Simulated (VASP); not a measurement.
# H4CO in VASP: a series of runs, part 2 of 2

VASP 6.6.1.

## 4. Single point, PBE+D3(BJ)

Contents of INCAR:

```
  ALGO = Normal
  EDIFF = 1E-6
  ENCUT = 1000
  GGA = PE
  GGA_COMPAT = F
  ISIF = 2
  ISMEAR = -1
  IVDW = 12
  LASPH = T
  LCHARG = F
  LREAL = Auto
  LWAVE = F
  NBANDS = 66
  NELM = 120
  PREC = Accurate
  SIGMA = 0.02
```

Contents of KPOINTS:

```
k-points
0
Gamma
  1 1 1
```

Contents of POSCAR:

```
H4CO
1.0
    7.5874210000      0.0000000000      0.0000000000
    0.0000000000      7.5874210000      0.0000000000
    0.0000000000      0.0000000000      7.5874210000
H O C
24 6 6
Direct
    0.4676292511      0.2812681674      0.2212873123
    0.4114836912      0.2574260740      0.1391513665
   -0.0399081585      0.6243755289      0.5635116333
   -0.0527583747      0.6819576771      0.6351301714
    0.1426439893      0.2763653157      0.5092112326
    0.2270073059      0.3221911635      0.4834844409
    0.6670250669      0.6350115540      0.4590097215
    0.5919929842      0.6588931865      0.4019679414
    0.3244185343      0.8239690403      0.5121371280
    0.2757590491      0.9133538260      0.5058767663
    0.2967543253      0.6987486262      0.8618211643
    0.3477334393      0.6929759137      0.7723836597
    0.6200525844      0.9594037289      1.0777443350
    0.7657279068      0.7463800941      1.1640582485
    0.8986584506     -0.0178716853      0.5946816448
    0.8641803322      0.1965753581      0.4774349545
   -0.0725938366      0.5125061599      0.9678782817
   -0.1112103836      0.2487406459      0.9703824264
    0.1731286560      0.8374518825      0.2422166900
    0.1045809900      0.6224117523      0.1527923652
    0.5267534252      0.5206380403      0.7989934920
    0.5033726216      0.3713119385      0.6044478091
    0.3975527389      0.0326856780      0.9445501970
    0.1841864317     -0.0447582914      0.8294913384
    0.8681210651      0.9026519024      0.9504283471
    0.6437760604      0.0490548765      0.5348589461
   -0.0163164796      0.3642476146      1.1948855876
    0.3660664144      0.6585636938      0.1524760521
    0.7376287674      0.3681883475      0.7502812879
    0.2417290407      0.2271654624      0.8581967443
    0.7537475514      0.8729580183      1.0690457271
    0.8036327495      0.0738063698      0.5372312937
   -0.0671769762      0.3752658512      1.0388905532
    0.2160945069      0.7108871381      0.1810233016
    0.5940226593      0.4211839570      0.7125346017
    0.2728858726      0.0724620395      0.8710074214
```

Potentials or basis: VASP PAW PBE potentials, release 64 (H_h, O_h, C_h).

The run is started by

```console
$ cat potpaw_PBE.64/H_h/POTCAR potpaw_PBE.64/O_h/POTCAR potpaw_PBE.64/C_h/POTCAR > POTCAR
$ mpirun -np 1 vasp_gam > vasp.out
```

OUTCAR:

```text
EDIFF = 1E-6
   ENCUT = 1000
   GGA = PE
   ISIF = 2
   ISMEAR = -1
   IVDW = 12
   LASPH = T
   LREAL = Auto
   NELM = 120
   PREC = Accurate
 IVDW          = 12

 ion  position               nearest neighbor table
   1  0.468  0.281  0.221-   2 0.78
   2  0.411  0.257  0.139-   1 0.78
   3  0.960  0.624  0.564-   4 0.70
   4  0.947  0.682  0.635-   3 0.70
   5  0.143  0.276  0.509-   6 0.75
[... 333 lines left out ...]
  -------------------------------------------------------------------------------------
  Total      -6.15406    -4.62684    -4.54953    -0.61313     2.39355     3.11530
  in kB     -22.57304   -16.97120   -16.68763    -2.24897     8.77951    11.42689
  external pressure =      -18.74 kB  Pullay stress =        0.00 kB

 VOLUME and BASIS-vectors are now :
 -----------------------------------------------------------------------------
  energy-cutoff  :     1000.00
  volume of cell :      436.80
      direct lattice vectors                 reciprocal lattice vectors
     7.587421000  0.000000000  0.000000000     0.131797089  0.000000000  0.000000000
     0.000000000  7.587421000  0.000000000     0.000000000  0.131797089  0.000000000
     0.000000000  0.000000000  7.587421000     0.000000000  0.000000000  0.131797089

 POSITION                                       TOTAL-FORCE (eV/Angst)
 -----------------------------------------------------------------------------------
      3.54810      2.13410      1.67900        -0.356468     -0.246558     -0.586723
      3.12210      1.95320      1.05580         0.440927      0.273497      0.642884
      7.28462      4.73740      4.27560         0.301336     -1.190032     -1.459317
      7.18712      5.17430      4.81900        -0.229218      1.169788      1.449656
      1.08230      2.09690      3.86360         0.164691      0.129698     -0.022026
      1.72240      2.44460      3.66840        -0.118259     -0.101356      0.007958
[... 28 lines left out ...]
      4.50710      3.19570      5.40630        -2.109886      0.441484      0.405618
      2.07050      0.54980      6.60870         0.366206     -1.185654      0.815907
 -----------------------------------------------------------------------------------
    total drift:                                0.001163      0.006012      0.000169

  FREE ENERGIE OF THE ION-ELECTRON SYSTEM (eV)
  ---------------------------------------------------
  free  energy   TOTEN  =      -174.7472033002 eV

  energy  without entropy=     -174.7472033002  energy(sigma->0) =     -174.74720330
```

OSZICAR:

```text
N       E                     dE             d eps       ncg     rms          rms(c)
DAV:   1     0.903059415404E+03    0.90306E+03   -0.56777E+04   132   0.188E+03
DAV:   2     0.156426328772E+02   -0.88742E+03   -0.82391E+03   184   0.291E+02
DAV:   3    -0.178193580342E+03   -0.19384E+03   -0.19073E+03   184   0.146E+02
DAV:   4    -0.185670842737E+03   -0.74773E+01   -0.74102E+01   152   0.314E+01
DAV:   5    -0.185911237028E+03   -0.24039E+00   -0.24030E+00   184   0.551E+00    0.227E+01
DAV:   6    -0.176107868221E+03    0.98034E+01   -0.17378E+01   144   0.172E+01    0.116E+01
DAV:   7    -0.173951550994E+03    0.21563E+01   -0.25574E+00   168   0.752E+00    0.538E+00
DAV:   8    -0.173463244656E+03    0.48831E+00   -0.15232E+00   168   0.431E+00    0.125E+00
DAV:   9    -0.173457871809E+03    0.53728E-02   -0.10787E-01   168   0.151E+00    0.604E-01
DAV:  10    -0.173462093478E+03   -0.42217E-02   -0.22224E-02   160   0.738E-01    0.218E-01
DAV:  11    -0.173463715989E+03   -0.16225E-02   -0.52803E-03   152   0.349E-01    0.113E-01
DAV:  12    -0.173463890498E+03   -0.17451E-03   -0.13741E-03   176   0.204E-01    0.494E-02
DAV:  13    -0.173463893929E+03   -0.34315E-05   -0.38950E-04   160   0.869E-02    0.255E-02
DAV:  14    -0.173463890365E+03    0.35645E-05   -0.86324E-05   160   0.439E-02    0.136E-02
DAV:  15    -0.173463885599E+03    0.47654E-05   -0.13764E-05   160   0.258E-02    0.711E-03
DAV:  16    -0.173463884338E+03    0.12609E-05   -0.11217E-05   176   0.182E-02    0.487E-03
DAV:  17    -0.173463884302E+03    0.36233E-07   -0.38253E-06   144   0.955E-03
   1 F= -.17474720E+03 E0= -.17474720E+03  d E =-.202044E-11
```

Run time: 2.4 min. Hardware: 1 thread of Intel Xeon 6975P-C (Granite Rapids), shared host; peak memory 0.89 GiB.

What came out:

```
Free energy                : -174.7472 eV
Pressure                   : -1.9 GPa
Largest force              : 4.128 eV/Å
Band gap on the k mesh     : 2.46 eV
Dispersion energy per atom : -0.036 eV
```

Forces in eV/Å, atoms in the order of the input:
```
H   -0.356 -0.247 -0.587
H    0.441  0.273  0.643
H    0.301 -1.190 -1.459
H   -0.229  1.170  1.450
H    0.165  0.130 -0.022
H   -0.118 -0.101  0.008
H    0.378 -0.088  0.259
H   -0.396  0.101 -0.295
H   -0.341  0.723 -0.001
H    0.366 -0.604  0.076
H    0.528 -0.144 -1.034
H   -0.604  0.129  0.792
H    1.931 -1.146  0.084
H   -0.185  1.873 -1.139
H    0.200 -0.561  0.373
H   -0.288 -0.529  0.142
H    0.084 -1.591  0.442
H    0.322  1.247  0.133
H    0.688  0.203 -0.084
H   -0.166 -0.064 -0.101
H    0.216 -0.031 -0.210
H    0.809 -0.082  0.106
H   -0.344 -0.231 -0.453
H    0.456  1.185  0.065
O   -2.691 -0.591  3.073
O    1.139 -0.124 -0.007
O   -0.779  0.331 -2.061
O   -0.533  0.990  0.445
O    0.863 -0.405 -0.470
O   -0.515  0.266 -0.459
C    0.981 -0.148 -1.957
C   -1.136  1.160 -0.666
C    0.512 -0.218  1.779
C    0.047 -0.943 -0.088
C   -2.110  0.441  0.406
C    0.366 -1.186  0.816
```

Caveat: the k points lie up to 0.83 Å⁻¹ apart; the atoms stand as in a frame of molecular dynamics.

## 5. Overview

```csv
cell,gap on the mesh (eV),pressure (GPa),largest force (eV/Å)
"as given, atomic positions A",3.06,-0.3,0.34
"as given, atomic positions B",2.72,-1.4,3.94
"as given, atomic positions C",2.46,-1.9,4.13
```

Alike in all rows: task single point; level PBE+D3(BJ); potentials or basis VASP PAW PBE potentials, release 64 (H_h, O_h, C_h); no spin polarisation; k mesh 1 × 1 × 1; cutoff (eV) 1000; smearing fermi-dirac 0.02 eV.

Caveats: all runs use coarse meshes; the atoms stand as in a frame of molecular dynamics (at least some runs).

Absolute energies hang on the potentials; compare differences alone.
